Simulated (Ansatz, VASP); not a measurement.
**Zn in VASP and in Ansatz**

Contents of INCAR:

```
  PREC = Accurate
  ENCUT = 520
  EDIFF = 1E-6
  ISMEAR = 0
  SIGMA = 0.05
  LREAL = False
  LASPH = True
  NELM = 80
  ALGO = Normal
  ISIF = 2
  LWAVE = False
  LCHARG = True
  GGA = PE
  LELF = True
  LVHAR = True
  NBANDS = 12
```

Contents of KPOINTS:

```
Automatic mesh
0
Gamma
  14 14 14
```

POSCAR

```
Zn
1.0
    0.0000000000      1.8611698980      1.8611698980
    1.8611698980      0.0000000000      1.8611698980
    1.8611698980      1.8611698980      0.0000000000
Zn
1
Direct
    0.0000000000      0.0000000000      0.0000000000
```

Input for Ansatz:

```yaml
crystal:
  lattice:
    - [0.0, 1.861169898, 1.861169898]
    - [1.861169898, 0.0, 1.861169898]
    - [1.861169898, 1.861169898, 0.0]
  atoms:
    - { symbol: Zn, position: [0.0, 0.0, 0.0] }
basis:
  ecutwfc: 420
  fft_grid_basis: typed
kpoints:
  mp_grid: { grid: [14, 14, 14] }
hamiltonian:
  xc: pbe
  pseudopotentials: { kind: paw }
scf:
  occupations: { method: gaussian, width: 0.05 }
output:
  forces: true
  stress: true
  eigenvalues: true
  bader: true
  write_density: true
  volumetric_format: npy
  elf: true
```

Alike in both runs: task single point; functional PBE; k mesh 14 × 14 × 14; occupations gaussian, width 0.05 eV; no spin polarisation.

```csv
,VASP,Ansatz
version,VASP 6.6.1,Ansatz 0.2.0
potentials or method,"VASP PAW PBE potentials, release 64 (Zn), cutoff 520 eV","scalar-relativistic, plane waves, PAW"
valence electrons in the cell,12,12
```

Ansatz gave:

| Quantity | Value |
| --- | --- |
| gap on the k mesh at the Fermi level (eV) | none |
| pressure (GPa) | 17.6 |

**Question.** Which values does VASP return?

**Answer.** gap on the k mesh at the Fermi level (eV): none; pressure (GPa): 18.1.

A gap of «none» marks a metal or a gap that the smearing closes. The functional is the same, so the differences come from potentials, cutoffs and numerics.
